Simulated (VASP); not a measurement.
Si2Sb2Se:

```
Si Sb Se
1.0
    -2.16904    2.16904    6.01773
     2.16904   -2.16904    6.01773
     2.16904    2.16904   -6.01773
Si Sb Se
2 2 1
Direct
  0.75000 0.25000 0.50000
  0.25000 0.75000 0.50000
  0.61417 0.61417 0.00000
  0.38583 0.38583 0.00000
  0.00000 0.00000 0.00000
```

* Program: VASP 6.6.1
* Task: relaxation of cell and atoms
* Functional: PBE
* Potentials or basis: VASP PAW PBE potentials, release 64 (Si, Sb, Se)
* Cutoff: 600 eV
* k mesh: 6 × 6 × 6
* Occupations: gaussian, width 0.1 eV
* Spin: no spin polarisation

At the start: pressure 5.2 GPa; volume 22.65 Å³/atom.

Where does the relaxation end?

Over 19 steps the energy falls by 252.8 meV/atom and the volume is 22.11 Å³/atom (-2.4 %); space group I4/mmm (No. 139, to 0.05 Å).

Step by step:
```csv
step,energy change (eV),largest force (eV/Å),pressure (GPa),volume (Å³)
1,0.0000,1.4936,5.17,113.25
2,-0.5118,0.2478,-1.50,125.40
3,-0.5148,0.3455,-2.80,129.13
4,-0.5194,0.3280,-2.36,127.79
5,-0.7463,0.6193,-1.25,123.75
6,-0.9054,1.4255,4.61,110.23
7,-0.9462,1.1324,3.37,112.84
8,-1.0509,0.8507,0.94,114.26
9,-1.1131,0.7780,-0.97,115.42
10,-1.0620,0.2589,-3.43,117.19
11,-1.1496,0.5807,-2.09,116.10
12,-1.1786,0.2390,-1.40,113.40
13,-1.1801,0.2731,-1.55,113.90
14,-1.2152,0.3409,-0.04,111.22
15,-1.2216,0.3892,0.96,109.62
16,-1.2434,0.2922,0.59,110.01
17,-1.2607,0.0013,-0.32,111.09
18,-1.2630,0.0786,-0.12,110.82
19,-1.2641,0.0258,-0.03,110.56
```

Final structure:
```
CELL_PARAMETERS angstrom
-1.86935 1.86935 7.90944
1.86935 -1.86935 7.90944
1.86935 1.86935 -7.90944
ATOMIC_POSITIONS crystal
Si 0.75000 0.25000 0.50000
Si 0.25000 0.75000 0.50000
Sb 0.60902 0.60902 0.00000
Sb 0.39098 0.39098 0.00000
Se 0.00000 0.00000 0.00000
```
